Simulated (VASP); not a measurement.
Input of a VASP 6.6.1 run:

File POSCAR:

```
Re
1.0
    0.0000000000      2.8078980586      2.8078980586
    2.8078980586      0.0000000000      2.8078980586
    2.8078980586      2.8078980586      0.0000000000
Re
2
Direct
    0.1250000000      0.1250000000      0.1250000000
    0.8750000000      0.8750000000      0.8750000000
```

INCAR.step1

```
SYSTEM = Re
PREC     = Accurate       ! precision mode
ENCUT    = 520            ! plane-wave cutoff, eV
EDIFF    = 1E-5           ! SCF threshold, eV
ISMEAR   = -1             ! smearing method
SIGMA    = 0.1            ! smearing width, eV
LREAL    = .False.        ! projectors in reciprocal space
LASPH    = .True.         ! aspherical terms in the spheres
NELM     = 80             ! most SCF steps
ALGO     = Normal         ! electronic algorithm
ISIF     = 2              ! what is computed and relaxed
LWAVE    = .True.         ! write WAVECAR
GGA      = PE             ! functional
NBANDS   = 14             ! bands
```

File INCAR.step2:

```
SYSTEM = Re
PREC     = Accurate       ! precision mode
ENCUT    = 520            ! plane-wave cutoff, eV
EDIFF    = 1E-6           ! SCF threshold, eV
ISMEAR   = -1             ! smearing method
SIGMA    = 0.1            ! smearing width, eV
LREAL    = .False.        ! projectors in reciprocal space
LASPH    = .True.         ! aspherical terms in the spheres
NELM     = 80             ! most SCF steps
ALGO     = Normal         ! electronic algorithm
ISIF     = 2              ! what is computed and relaxed
LWAVE    = .False.        ! write WAVECAR
LCHARG   = .True.         ! write CHGCAR
METAGGA  = R2SCAN         ! meta-GGA
LHFCALC  = .True.         ! exact exchange
AEXX     = 0.25           ! exact-exchange fraction
LMIXTAU  = .True.       
PRECFOCK = Normal       
LELF     = .True.         ! ELF
LVHAR    = .True.       
ISTART   = 1            
NBANDS   = 14             ! bands
```

KPOINTS

```
regular mesh
0
Gamma
  5 5 5
  0 0 0
```

Potentials or basis: VASP PAW PBE potentials, release 64 (Re).

Run with:

```console
$ cat potpaw_PBE.64/Re/POTCAR > POTCAR
$ cp INCAR.step1 INCAR
$ mpirun -np 1 vasp_std > vasp.out
$ cp INCAR.step2 INCAR
$ mpirun -np 1 vasp_std > vasp.out
```

(1) Predict the band gap on the k mesh.

(2) Predict the pressure.

Results:

(1) zero (bands 7 and 8 overlap by 0.92 eV).

(2) -8.3 GPa.

Caveat: the k points lie up to 0.39 Å⁻¹ apart, too coarse for converged energies and pressures of a metal; the PAW data sets were made with another functional, which shifts forces and pressure a little; spin-orbit coupling is left out, which moves the levels of the heavy elements.
